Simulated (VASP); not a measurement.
# Ir (I4/mmm) in VASP: further runs

Runs on Ir. Level: PBEsol. Tasks: single point.

Program: VASP 6.6.1. These are calculated values, not measurements. Logs are shortened: lines on timing, memory, paths and dates and some standing lists are left out, and cuts for length are marked.

### 1 The cell of the first run

It takes space group I4/mmm (No. 139, tetragonal). Conventional cell: a = 2.715 Å, b = 2.715 Å, c = 3.878 Å, α = 90.00°, β = 90.00°, γ = 90.00°. Within 3.6 Å of Ir (site symmetry 4/mmm) lie 12 Ir at 2.71 to 2.73 Å.

### 2 Single point, PBEsol (strain +0.0100 x Voigt [0, 1, 0, 0, 0, 0])

Input file INCAR:

```
SYSTEM = Ir
  PREC = Accurate
  ENCUT = 520
  EDIFF = 1E-7
  ISMEAR = 0
  SIGMA = 0.15
  LREAL = .False.
  LASPH = .True.
  NELM = 100
  ALGO = Normal
  ISIF = 2
  LWAVE = .False.
  LCHARG = .False.
  GGA = PS
  NBANDS = 10
```

Input file KPOINTS:

```
Automatic mesh
0
Gamma
  22 22 22
  0 0 0
```

Input file POSCAR:

```
Ir
1.0
    0.0000000000      1.9388970000      1.9197000000
    1.9197000000      0.0000000000      1.9197000000
    1.9197000000      1.9388970000      0.0000000000
Ir
1
Direct
    0.0000000000      0.0000000000      0.0000000000
```

Potentials or basis: VASP PAW PBE potentials, release 64 (Ir).

Run with:

```sh
$ cat potpaw_PBE.64/Ir/POTCAR > POTCAR
$ mpirun -np 1 vasp_std > vasp.out
```

OUTCAR:

```text
SYSTEM = Ir
   PREC = Accurate
   ENCUT = 520
   EDIFF = 1E-7
   ISMEAR = 0
   LREAL = .False.
   LASPH = .True.
   NELM = 100
   ISIF = 2
   GGA = PS

 ion  position               nearest neighbor table
   1  0.000  0.000  0.000-

  LATTYP: Found a body centered tetragonal cell.
 ALAT       =     2.7148657757
 C/A-ratio  =     1.4283556980

  Lattice vectors:

 A1 = (   0.0000000000,  -1.9388970000,   1.9197000000)
 A2 = (   0.0000000000,  -1.9388970000,  -1.9197000000)
 A3 = (   1.9197000000,   1.9388970000,   0.0000000000)

Analysis of symmetry for initial positions (statically):
=====================================================================
 Subroutine PRICEL returns:
 Original cell was already a primitive cell.

 Routine SETGRP: Setting up the symmetry group for a
 body centered tetragonal supercell.

 Subroutine GETGRP returns: Found 16 space group operations
 (whereof 16 operations were pure point group operations)
 out of a pool of 16 trial point group operations.

The static configuration has the point symmetry D_4h.

Analysis of symmetry for dynamics (positions and initial velocities):
=====================================================================
 Subroutine PRICEL returns:
 Original cell was already a primitive cell.

 Routine SETGRP: Setting up the symmetry group for a
 body centered tetragonal supercell.

 Subroutine GETGRP returns: Found 16 space group operations
 (whereof 16 operations were pure point group operations)
 out of a pool of 16 trial point group operations.

The dynamic configuration has the point symmetry D_4h.

 Subroutine INISYM returns: Found 16 space group operations
 (whereof 16 operations are pure point group operations),
 and found     1 'primitive' translations

----------------------------------------------------------------------------------------

                                     Primitive cell

  volume of cell :      14.2906

  direct lattice vectors                    reciprocal lattice vectors
     0.000000000  1.938897000  1.919700000    -0.260457363  0.257878577  0.260457363
     1.919700000  0.000000000  1.919700000     0.260457363 -0.257878577  0.260457363
     1.919700000  1.938897000  0.000000000     0.260457363  0.257878577 -0.260457363

  length of vectors
     2.728473871  2.714865776  2.728473871     0.449641453  0.449641453  0.449641453

  position of ions in fractional coordinates (direct lattice)
     0.000000000  0.000000000  0.000000000

  ion indices of the primitive-cell ions
   primitive index   ion index
                 1           1

----------------------------------------------------------------------------------------

 KPOINTS: Automatic mesh

Automatic generation of k-mesh.
 Grid dimensions read from file:
 generate k-points for:   22   22   22

 Generating k-lattice:

  Cartesian coordinates                     Fractional coordinates (reciprocal lattice)
    -0.011838971  0.011721754  0.011838971     0.045454545  0.000000000  0.000000000
     0.011838971 -0.011721754  0.011838971     0.000000000  0.045454545  0.000000000
     0.011838971  0.011721754 -0.011838971     0.000000000  0.000000000  0.045454545

  Length of vectors
     0.020438248  0.020438248  0.020438248

  Shift w.r.t. Gamma in fractional coordinates (k-lattice)
     0.000000000  0.000000000  0.000000000

 Subroutine IBZKPT returns following result:
 ===========================================

 Found    834 irreducible k-points:

 Following reciprocal coordinates:
            Coordinates               Weight
  0.000000  0.000000  0.000000      1.000000
  0.045455  0.000000  0.000000      8.000000
  0.090909  0.000000  0.000000      8.000000
  0.136364  0.000000  0.000000      8.000000
  0.181818  0.000000  0.000000      8.000000
  0.227273  0.000000  0.000000      8.000000
[... 16 lines left out ...]
  0.500000  0.045455  0.000000     16.000000
 -0.454545  0.045455 -0.000000     16.000000
 [... further k-points ...]
   k-points           NKPTS =    834   k-points in BZ     NKDIM =    834   number of bands    NBANDS=     10
   number of dos      NEDOS =    301   number of ions     NIONS =      1
   total plane-waves  NPLWV =   8000
   dimension x,y,z NGX =    20 NGY =   20 NGZ =   20
   dimension x,y,z NGXF=    40 NGYF=   40 NGZF=   40
   ions per type =               1
   NGX,Y,Z   is equivalent  to a cutoff of  12.19, 12.25, 12.19 a.u.
   NGXF,Y,Z  is equivalent  to a cutoff of  24.37, 24.49, 24.37 a.u.
 SYSTEM =  Ir
   PREC   = accura    normal or accurate (medium, high low for compatibility)
   ISTART =      0    job   : 0-new  1-cont  2-samecut
   ICHARG =      2    charge: 1-file 2-atom 10-const
   ISPIN  =      1    spin polarized calculation?
   LNONCOLLINEAR =      F non collinear calculations
   LSORBIT =      F    spin-orbit coupling
   LASPH  =      T    aspherical Exc in radial PAW
   ENCUT  =  520.0 eV  38.22 Ry    6.18 a.u.   5.07  5.05  5.07*2*pi/ulx,y,z
   NELM   =    100;   NELMIN=  2; NELMDL= -5     # of ELM steps
   EDIFF  = 0.1E-06   stopping-criterion for ELM
   LREAL  =      F    real-space projection
   EDIFFG = 0.1E-05   stopping-criterion for IOM
   NSW    =      0    number of steps for IOM
   IBRION =     -1    ionic relax: 0-MD 1-quasi-New 2-CG
   NFREE  =      0    steps in history (QN), initial steepest desc. (CG)
   ISIF   =      2    stress and relaxation
   ISYM   =      2    0-nonsym 1-usesym 2-fastsym
   POTIM  = 0.5000    time-step for ionic-motion
   TEBEG  =    0.0;   TEEND  =   0.0 temperature during run
   PSTRESS=    0.0 pullay stress
   NELECT =       9.0000    total number of electrons
   NUPDOWN=      -1.0000    fix difference up-down
   EMIN   =  10.00;   EMAX   =-10.00  energy-range for DOS
   EFERMI =   0.00;   METHOD = LEGACY
   ISMEAR =     0;   SIGMA  =   0.15  broadening in eV -4-tet -1-fermi 0-gaus
   EFERMI_NEDOS =   21; number of points for ismear=-14 and -15
   IALGO  =     38    algorithm
   IMIX   =      4    mixing-type and parameters
     AMIX     =   0.40;   BMIX     =  1.00
     AMIX_MAG =   1.60;   BMIX_MAG =  1.00
  volume/ion in A,a.u.               =      14.29        96.44
  Fermi-wavevector in a.u.,A,eV,Ry     =   1.403261  2.651779 26.791803  1.969142
  Thomas-Fermi vector in A             =   2.525941
   LORBIT       =      0    0 simple, 1 ext, 2 COOP (PROOUT), +10 PAW based schemes
   GGA     = PS    functional components
   LHFCALC =     F    Hartree Fock is set to
   AEXX    =    0.0000 exact exchange contribution
   IVDW    =     0    specifies the selected vdW correction
   LEPSILON=     F    determine dielectric tensor
   LRPA    =     F    only Hartree local field effects (RPA)
 non-spin polarized calculation
 Gauss-broadening in eV      SIGMA  =   0.15
  energy-cutoff  :      520.00
  volume of cell :       14.29
 maximum number of plane-waves:       394
   NGX = 11   NGY =  9   NGZ = 11

 number of electron       9.0000000 magnetization

 Free energy of the ion-electron system (eV)
  ---------------------------------------------------
  ext. energy  EPLUGINS =         0.00000000
  ---------------------------------------------------
  free energy    TOTEN  =        -9.81748002 eV

  energy without entropy =       -9.80504855  energy(sigma->0) =       -9.81126429

 E-fermi :  10.0420     XC(G=0): -14.0427

 val. band max:       10.0420244199   @ k =   0.1818   0.4091   0.0455
 cond. band min:      10.0421132179   @ k =   0.4545   0.3636  -0.0000
 fundamental gap:      0.0000887980
 Fermi energy:        10.0420397201

 k-point     1 :       0.0000    0.0000    0.0000
  band No.  band energies     occupation
      1      -1.0101      2.00000
      2       6.1413      2.00000
      3       6.2708      2.00000
      4       6.2708      2.00000
      5       8.8119      2.00000
      6       8.9840      2.00000
      7      24.4122      0.00000
      8      29.7161      0.00000
      9      30.0270      0.00000
     10      30.0270      0.00000

 k-point     2 :       0.0455    0.0000    0.0000
  band No.  band energies     occupation
      1      -0.9187      2.00000
      2       6.1377      2.00000
      3       6.2649      2.00000
      4       6.3109      2.00000
      5       8.7871      2.00000
      6       8.9561      2.00000
      7      24.5708      0.00000
      8      29.3700      0.00000
      9      29.9951      0.00000
     10      30.1774      0.00000

 k-point     3 :       0.0909    0.0000    0.0000
  band No.  band energies     occupation
      1      -0.6504      2.00000
      2       6.0342      2.00000
      3       6.3442      2.00000
      4       6.4220      2.00000
      5       8.7272      2.00000
      6       8.8860      2.00000
      7      25.0205      0.00000
      8      28.2692      0.00000
      9      30.4091      0.00000
     10      30.6190      0.00000

 k-point     4 :       0.1364    0.0000    0.0000
  band No.  band energies     occupation
      1      -0.2250      2.00000
      2       5.8623      2.00000
      3       6.4837      2.00000
      4       6.5726      2.00000
      5       8.6765      2.00000
      6       8.8159      2.00000
      7      25.6690      0.00000
      8      27.0150      0.00000
      9      31.1053      0.00000
     10      31.3229      0.00000

 k-point     5 :       0.1818    0.0000    0.0000
  band No.  band energies     occupation
      1       0.3179      2.00000
      2       5.7063      2.00000
      3       6.6020      2.00000
      4       6.7043      2.00000
      5       8.7079      2.00000
      6       8.8167      2.00000
      7      25.6597      0.00000
      8      26.4477      0.00000
      9      32.0190      0.00000
     10      32.2392      0.00000

 k-point     6 :       0.2273    0.0000    0.0000
  band No.  band energies     occupation
      1       0.9080      2.00000
      2       5.6593      2.00000
      3       6.6314      2.00000
      4       6.7504      2.00000
      5       8.8932      2.00000
      6       8.9633      2.00000
      7      24.4214      0.00000
      8      26.8204      0.00000
      9      33.0563      0.00000
     10      33.2658      0.00000
[... 183 lines left out ...]
 k-point    21 :       0.4091    0.0455    0.0000
  band No.  band energies     occupation
      1       2.1019      2.00000
      2       6.2021      2.00000
      3       6.3470      2.00000
      4       7.5438      2.00000
      5      10.4848      0.00003
      6      10.6568      0.00000
      7      19.2471      0.00000
      8      24.7170      0.00000
      9      30.3176      0.00000
     10      31.1879      0.00000

 k-point    22 :       0.4545    0.0455    0.0000
  band No.  band energies     occupation
      1       2.1158      2.00000
      2       6.1062      2.00000
      3       6.2489      2.00000
      4       8.3637      2.00000
      5      10.9017      0.00000
      6      11.0121      0.00000
      7      17.9453      0.00000
      8      24.2924      0.00000
      9      29.7450      0.00000
     10      30.2550      0.00000

 k-point    23 :       0.5000    0.0455    0.0000
  band No.  band energies     occupation
      1       2.1127      2.00000
      2       6.0626      2.00000
      3       6.1991      2.00000
      4       8.8472      2.00000
      5      10.9769      0.00000
      6      11.3508      0.00000
      7      17.2068      0.00000
      8      24.1029      0.00000
      9      29.5546      0.00000
     10      29.7222      0.00000

 k-point    24 :      -0.4545    0.0455   -0.0000
  band No.  band energies     occupation
      1       2.1144      2.00000
      2       6.0750      2.00000
      3       6.2047      2.00000
      4       8.7654      2.00000
      5      10.8403      0.00000
      6      11.3689      0.00000
      7      17.3734      0.00000
      8      24.1412      0.00000
      9      29.5180      0.00000
     10      29.9160      0.00000

 [... further k-points ...]
[... 5 lines left out ...]
  --------------------------------------------------------------------------------------
  -------------------------------------------------------------------------------------
  Total       -0.3660881     -0.6898238     -0.3660881      0.0000000      0.0000000      0.0000000
  in kB      -41.0435285    -77.3387800    -41.0435285      0.0000000      0.0000000      0.0000000
  external PRESSURE =     -53.1419457 kB  Pullay stress =       0.0000000 kB

 VOLUME and BASIS-vectors are now :
 -----------------------------------------------------------------------------
  energy-cutoff  :      520.00
  volume of cell :       14.29
      direct lattice vectors                 reciprocal lattice vectors
     0.000000000  1.938897000  1.919700000    -0.260457363  0.257878577  0.260457363
     1.919700000  0.000000000  1.919700000     0.260457363 -0.257878577  0.260457363
     1.919700000  1.938897000  0.000000000     0.260457363  0.257878577 -0.260457363

 POSITION                                       TOTAL-FORCE (eV/Angst)
 -----------------------------------------------------------------------------------
      0.00000      0.00000      0.00000         0.000000      0.000000      0.000000
 -----------------------------------------------------------------------------------
    total drift:                                0.000000      0.000000     -0.000000

  FREE ENERGIE OF THE ION-ELECTRON SYSTEM (eV)
  ---------------------------------------------------
  free  energy   TOTEN  =        -9.8174800244 eV

  energy  without entropy=       -9.8050485491  energy(sigma->0) =       -9.81126429
```

Run time: 71 s. Hardware: 1 thread of Intel Xeon Platinum 8488C (Sapphire Rapids), shared host; peak memory 0.23 GiB.

Results:

```yaml
Free_energy: -9.8175 eV
Pressure: -5.3 GPa
```

Stress tensor (GPa, compression positive):
```
-4.10  0.00  0.00
 0.00 -7.73  0.00
 0.00  0.00 -4.10
```

Caveat: the cell differs from its parent crystal (strain +0.0100 x Voigt [0, 1, 0, 0, 0, 0]); the PAW data sets were made with another functional, which shifts forces and pressure a little; spin-orbit coupling is left out, which moves the levels of the heavy elements.

### 3 Single point, PBEsol (strain +0.0150 x Voigt [0, 1, 0, 0, 0, 0])

Input file INCAR:

```
ALGO = Normal ; EDIFF = 1E-7
ENCUT = 520 ; GGA = PS
ISIF = 2 ; ISMEAR = 0
LASPH = True ; LCHARG = True
LELF = True ; LREAL = False
LVHAR = True ; LWAVE = False
NBANDS = 10 ; NELM = 100
PREC = Accurate ; SIGMA = 0.15
```

Input file KPOINTS:

```
k-points
0
Gamma
  22 22 22
```

Input file POSCAR:

```
Ir
1.0
    0.0000000000      1.9484955000      1.9197000000
    1.9197000000      0.0000000000      1.9197000000
    1.9197000000      1.9484955000      0.0000000000
Ir
1
Direct
    0.0000000000      0.0000000000      0.0000000000
```

Potentials or basis: VASP PAW PBE potentials, release 64 (Ir).

Run with:

```sh
$ cat potpaw_PBE.64/Ir/POTCAR > POTCAR
$ mpirun -np 1 vasp_std > vasp.out
```

Wall time 66 s (1 thread of Intel Xeon Platinum 8488C (Sapphire Rapids), shared host); peak memory 0.23 GiB.

It converged, with:

* Free energy: -9.8135 eV
* Pressure: -7.0 GPa

Stress tensor (GPa, compression positive):
```
 -5.26   0.00   0.00
  0.00 -10.63   0.00
  0.00   0.00  -5.26
```

Levels at points of the mesh, in eV from the Fermi level:
```
           k point  band 1  band 2  band 3  band 4  band 5  band 6  band 7  band 8
(0.00, 0.00, 0.00)  -11.00   -3.91   -3.72   -3.72   -1.26   -1.01   14.38   19.56
(0.50, 0.00, 0.00)   -7.95   -3.98   -3.78   -0.75    0.85    0.96    7.10   13.90
(0.50, 0.50, 0.00)   -7.73   -7.18    0.87    1.37    1.57    1.78   10.42   11.45
(0.50, 0.00, 0.50)   -7.75   -7.17    0.90    1.45    1.45    1.47   10.02   11.80
```

Caveat: the cell differs from its parent crystal (strain +0.0150 x Voigt [0, 1, 0, 0, 0, 0]); the PAW data sets were made with another functional, which shifts forces and pressure a little; spin-orbit coupling is left out, which moves the levels of the heavy elements.
